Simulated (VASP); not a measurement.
# KBr (Fm-3m) in VASP: notebook

The runs below take KBr through single point, with PBE.

All numbers are computed with VASP 6.6.1; they aren't measurements. Logs are shortened: lines on timing, memory, paths and dates and some standing lists are left out, and cuts for length are marked.

### 1 The cell of the first run

It takes space group Fm-3m (No. 225, cubic). Conventional cell: a = 6.855 Å, b = 6.855 Å, c = 6.855 Å, α = 90.00°, β = 90.00°, γ = 90.00°. K (site symmetry m-3m) has 6 Br at 3.43 Å within 4.5 Å. Br (site symmetry m-3m) has 6 K at 3.43 Å within 4.5 Å.

### 2 Single point, PBE

File INCAR:

```
SYSTEM = KBr
ALGO     = Normal         ! electronic algorithm
EDIFF    = 1E-6           ! SCF threshold, eV
ENCUT    = 500            ! plane-wave cutoff, eV
GGA      = PE             ! functional
GGA_COMPAT= .FALSE.      
ISIF     = 2              ! what is computed and relaxed
ISMEAR   = 0              ! smearing method
LASPH    = .TRUE.         ! aspherical terms in the spheres
LCHARG   = .FALSE.        ! write CHGCAR
LREAL    = .FALSE.        ! projectors in reciprocal space
LWAVE    = .FALSE.        ! write WAVECAR
NBANDS   = 15             ! bands
NELM     = 120            ! most SCF steps
PREC     = Accurate       ! precision mode
SIGMA    = 0.1            ! smearing width, eV
```

File KPOINTS:

```
k-points
0
G
  4 4 4
  0 0 0
```

File POSCAR:

```
KBr
1.0
    0.0000000000      3.4274579163      3.4274579163
    3.4274579163      0.0000000000      3.4274579163
    3.4274579163      3.4274579163      0.0000000000
K Br
1 1
Direct
    0.0000000000      0.0000000000      0.0000000000
    0.5000000000      0.5000000000      0.5000000000
```

Potentials or basis: VASP PAW PBE potentials, release 64 (K_sv, Br).

Started as:

```console
$ cat potpaw_PBE.64/K_sv/POTCAR potpaw_PBE.64/Br/POTCAR > POTCAR
$ mpirun -np 1 vasp_std > vasp.out
```

OUTCAR:

```text
SYSTEM = KBr
   EDIFF = 1E-6
   ENCUT = 500
   GGA = PE
   ISIF = 2
   ISMEAR = 0
   LASPH = .TRUE.
   LREAL = .FALSE.
   NELM = 120
   PREC = Accurate

 ion  position               nearest neighbor table
   1  0.000  0.000  0.000-
   2  0.500  0.500  0.500-

  LATTYP: Found a face centered cubic cell.
 ALAT       =     6.8549158326

  Lattice vectors:

 A1 = (   0.0000000000,   3.4274579163,   3.4274579163)
 A2 = (   3.4274579163,   0.0000000000,   3.4274579163)
 A3 = (   3.4274579163,   3.4274579163,   0.0000000000)

Analysis of symmetry for initial positions (statically):
=====================================================================
 Subroutine PRICEL returns:
 Original cell was already a primitive cell.

 Routine SETGRP: Setting up the symmetry group for a
 face centered cubic supercell.

 Subroutine GETGRP returns: Found 48 space group operations
 (whereof 48 operations were pure point group operations)
 out of a pool of 48 trial point group operations.

The static configuration has the point symmetry O_h .

Analysis of symmetry for dynamics (positions and initial velocities):
=====================================================================
 Subroutine PRICEL returns:
 Original cell was already a primitive cell.

 Routine SETGRP: Setting up the symmetry group for a
 face centered cubic supercell.

 Subroutine GETGRP returns: Found 48 space group operations
 (whereof 48 operations were pure point group operations)
 out of a pool of 48 trial point group operations.

The dynamic configuration has the point symmetry O_h .

 Subroutine INISYM returns: Found 48 space group operations
 (whereof 48 operations are pure point group operations),
 and found     1 'primitive' translations

----------------------------------------------------------------------------------------

                                     Primitive cell

  volume of cell :      80.5279

  direct lattice vectors                    reciprocal lattice vectors
     0.000000000  3.427457916  3.427457916    -0.145880712  0.145880712  0.145880712
     3.427457916  0.000000000  3.427457916     0.145880712 -0.145880712  0.145880712
     3.427457916  3.427457916  0.000000000     0.145880712  0.145880712 -0.145880712

  length of vectors
     4.847157470  4.847157470  4.847157470     0.252672804  0.252672804  0.252672804

  position of ions in fractional coordinates (direct lattice)
     0.000000000  0.000000000  0.000000000
     0.500000000  0.500000000  0.500000000

  ion indices of the primitive-cell ions
   primitive index   ion index
                 1           1
                 2           2

----------------------------------------------------------------------------------------

 KPOINTS: k-points

Automatic generation of k-mesh.
 Grid dimensions read from file:
 generate k-points for:    4    4    4

 Generating k-lattice:

  Cartesian coordinates                     Fractional coordinates (reciprocal lattice)
    -0.036470178  0.036470178  0.036470178     0.250000000  0.000000000  0.000000000
     0.036470178 -0.036470178  0.036470178     0.000000000  0.250000000  0.000000000
     0.036470178  0.036470178 -0.036470178     0.000000000  0.000000000  0.250000000

  Length of vectors
     0.063168201  0.063168201  0.063168201

  Shift w.r.t. Gamma in fractional coordinates (k-lattice)
     0.000000000  0.000000000  0.000000000

 Subroutine IBZKPT returns following result:
 ===========================================

 Found      8 irreducible k-points:

 Following reciprocal coordinates:
            Coordinates               Weight
  0.000000  0.000000  0.000000      1.000000
  0.250000  0.000000  0.000000      8.000000
  0.500000  0.000000  0.000000      4.000000
  0.250000  0.250000  0.000000      6.000000
  0.500000  0.250000  0.000000     24.000000
 -0.250000  0.250000  0.000000     12.000000
  0.500000  0.500000  0.000000      3.000000
 -0.250000  0.500000  0.250000      6.000000
   k-points           NKPTS =      8   k-points in BZ     NKDIM =      8   number of bands    NBANDS=     15
   number of dos      NEDOS =    301   number of ions     NIONS =      2
   total plane-waves  NPLWV =  46656
   dimension x,y,z NGX =    36 NGY =   36 NGZ =   36
   dimension x,y,z NGXF=    72 NGYF=   72 NGZF=   72
   ions per type =               1   1
   NGX,Y,Z   is equivalent  to a cutoff of  12.35, 12.35, 12.35 a.u.
   NGXF,Y,Z  is equivalent  to a cutoff of  24.69, 24.69, 24.69 a.u.
 SYSTEM =  KBr
   PREC   = accura    normal or accurate (medium, high low for compatibility)
   ISTART =      0    job   : 0-new  1-cont  2-samecut
   ICHARG =      2    charge: 1-file 2-atom 10-const
   ISPIN  =      1    spin polarized calculation?
   LNONCOLLINEAR =      F non collinear calculations
   LSORBIT =      F    spin-orbit coupling
   LASPH  =      T    aspherical Exc in radial PAW
   ENCUT  =  500.0 eV  36.75 Ry    6.06 a.u.   8.84  8.84  8.84*2*pi/ulx,y,z
   NELM   =    120;   NELMIN=  2; NELMDL= -5     # of ELM steps
   EDIFF  = 0.1E-05   stopping-criterion for ELM
   LREAL  =      F    real-space projection
   EDIFFG = 0.1E-04   stopping-criterion for IOM
   NSW    =      0    number of steps for IOM
   IBRION =     -1    ionic relax: 0-MD 1-quasi-New 2-CG
   NFREE  =      0    steps in history (QN), initial steepest desc. (CG)
   ISIF   =      2    stress and relaxation
   ISYM   =      2    0-nonsym 1-usesym 2-fastsym
   POTIM  = 0.5000    time-step for ionic-motion
   TEBEG  =    0.0;   TEEND  =   0.0 temperature during run
   PSTRESS=    0.0 pullay stress
   NELECT =      16.0000    total number of electrons
   NUPDOWN=      -1.0000    fix difference up-down
   EMIN   =  10.00;   EMAX   =-10.00  energy-range for DOS
   EFERMI =   0.00;   METHOD = LEGACY
   ISMEAR =     0;   SIGMA  =   0.10  broadening in eV -4-tet -1-fermi 0-gaus
   EFERMI_NEDOS =   21; number of points for ismear=-14 and -15
   IALGO  =     38    algorithm
   IMIX   =      4    mixing-type and parameters
     AMIX     =   0.40;   BMIX     =  1.00
     AMIX_MAG =   1.60;   BMIX_MAG =  1.00
  volume/ion in A,a.u.               =      40.26       271.71
  Fermi-wavevector in a.u.,A,eV,Ry     =   0.955284  1.805226 12.416246  0.912568
  Thomas-Fermi vector in A             =   2.084108
   LORBIT       =      0    0 simple, 1 ext, 2 COOP (PROOUT), +10 PAW based schemes
   GGA     = PE    functional components
   LHFCALC =     F    Hartree Fock is set to
   AEXX    =    0.0000 exact exchange contribution
   IVDW    =     0    specifies the selected vdW correction
   LEPSILON=     F    determine dielectric tensor
   LRPA    =     F    only Hartree local field effects (RPA)
 non-spin polarized calculation
 Gauss-broadening in eV      SIGMA  =   0.10
  energy-cutoff  :      500.00
  volume of cell :       80.53
 maximum number of plane-waves:      2085
   NGX = 17   NGY = 17   NGZ = 17

 number of electron      16.0000001 magnetization

 Free energy of the ion-electron system (eV)
  ---------------------------------------------------
  ext. energy  EPLUGINS =         0.00000000
  ---------------------------------------------------
  free energy    TOTEN  =        -6.21142037 eV

  energy without entropy =       -6.21142037  energy(sigma->0) =       -6.21142037

 E-fermi :  -1.6599     XC(G=0):  -6.9277

 val. band max:       -2.1522724080   @ k =   0.0000   0.0000   0.0000
 cond. band min:       1.9953672359   @ k =   0.0000   0.0000   0.0000
 fundamental gap:      4.1476396439
 Fermi energy:        -1.6598885871

 k-point     1 :       0.0000    0.0000    0.0000
  band No.  band energies     occupation
      1     -30.1947      2.00000
      2     -14.3207      2.00000
      3     -13.6631      2.00000
      4     -13.6631      2.00000
      5     -13.6631      2.00000
      6      -2.1523      2.00000
      7      -2.1523      2.00000
      8      -2.1523      2.00000
      9       1.9954      0.00000
     10       5.4031      0.00000
     11       5.4031      0.00000
     12       5.4031      0.00000
     13       6.1582      0.00000
     14       6.1582      0.00000
     15       9.1385      0.00000

 k-point     2 :       0.2500    0.0000    0.0000
  band No.  band energies     occupation
      1     -30.1932      2.00000
      2     -14.4114      2.00000
      3     -13.6652      2.00000
      4     -13.6652      2.00000
      5     -13.5484      2.00000
      6      -2.7031      2.00000
      7      -2.2822      2.00000
      8      -2.2822      2.00000
      9       3.1480      0.00000
     10       5.2040      0.00000
     11       6.0289      0.00000
     12       6.0289      0.00000
     13       6.7937      0.00000
     14       6.7937      0.00000
     15       9.4244      0.00000

 k-point     3 :       0.5000    0.0000    0.0000
  band No.  band energies     occupation
      1     -30.1917      2.00000
      2     -14.4827      2.00000
      3     -13.6672      2.00000
      4     -13.6672      2.00000
      5     -13.4527      2.00000
      6      -3.1241      2.00000
      7      -2.4039      2.00000
      8      -2.4039      2.00000
      9       4.1896      0.00000
     10       5.6371      0.00000
     11       7.2884      0.00000
     12       7.2884      0.00000
     13       7.5571      0.00000
     14       7.5571      0.00000
     15       8.0589      0.00000
[... 55 lines left out ...]
 k-point     7 :       0.5000    0.5000    0.0000
  band No.  band energies     occupation
      1     -30.1909      2.00000
      2     -14.2503      2.00000
      3     -13.7186      2.00000
      4     -13.6854      2.00000
      5     -13.6854      2.00000
      6      -2.8491      2.00000
      7      -2.3982      2.00000
      8      -2.3982      2.00000
      9       3.8074      0.00000
     10       4.6358      0.00000
     11       6.7420      0.00000
     12       7.0063      0.00000
     13       7.1016      0.00000
     14       8.2328      0.00000
     15       8.2328      0.00000

 k-point     8 :      -0.2500    0.5000    0.2500
  band No.  band energies     occupation
      1     -30.1908      2.00000
      2     -14.3364      2.00000
      3     -13.7019      2.00000
      4     -13.7019      2.00000
      5     -13.5790      2.00000
      6      -2.6503      2.00000
      7      -2.6503      2.00000
      8      -2.5825      2.00000
      9       5.0881      0.00000
     10       5.0881      0.00000
     11       5.6548      0.00000
     12       6.3762      0.00000
     13       8.0739      0.00000
     14       8.2530      0.00000
     15       8.3103      0.00000

------------------------ aborting loop because EDIFF is reached ----------------------------------------

  FORCE on cell =-STRESS in cart. coord.  units (eV):
  Direction    XX          YY          ZZ          XY          YZ          ZX
  --------------------------------------------------------------------------------------
  -------------------------------------------------------------------------------------
  Total       -0.3719301     -0.3719301     -0.3719301      0.0000000      0.0000000      0.0000000
  in kB       -7.3998945     -7.3998945     -7.3998945      0.0000000      0.0000000      0.0000000
  external PRESSURE =      -7.3998945 kB  Pullay stress =       0.0000000 kB

 VOLUME and BASIS-vectors are now :
 -----------------------------------------------------------------------------
  energy-cutoff  :      500.00
  volume of cell :       80.53
      direct lattice vectors                 reciprocal lattice vectors
     0.000000000  3.427457916  3.427457916    -0.145880712  0.145880712  0.145880712
     3.427457916  0.000000000  3.427457916     0.145880712 -0.145880712  0.145880712
     3.427457916  3.427457916  0.000000000     0.145880712  0.145880712 -0.145880712

 POSITION                                       TOTAL-FORCE (eV/Angst)
 -----------------------------------------------------------------------------------
      0.00000      0.00000      0.00000         0.000000     -0.000000      0.000000
      3.42746      3.42746      3.42746        -0.000000      0.000000     -0.000000
 -----------------------------------------------------------------------------------
    total drift:                                0.000000      0.000000      0.000000

  FREE ENERGIE OF THE ION-ELECTRON SYSTEM (eV)
  ---------------------------------------------------
  free  energy   TOTEN  =        -6.2114203654 eV

  energy  without entropy=       -6.2114203654  energy(sigma->0) =       -6.21142037
```

It took 15 s on 1 thread of Intel Xeon Platinum 8375C at 2.90GHz (Ice Lake), shared host; peak memory 0.19 GiB.

What came out:

```
Free energy            : -6.2114 eV
Pressure               : -0.7 GPa
Band gap on the k mesh : 4.15 eV
```

(Part 1 of 2 ends here.)
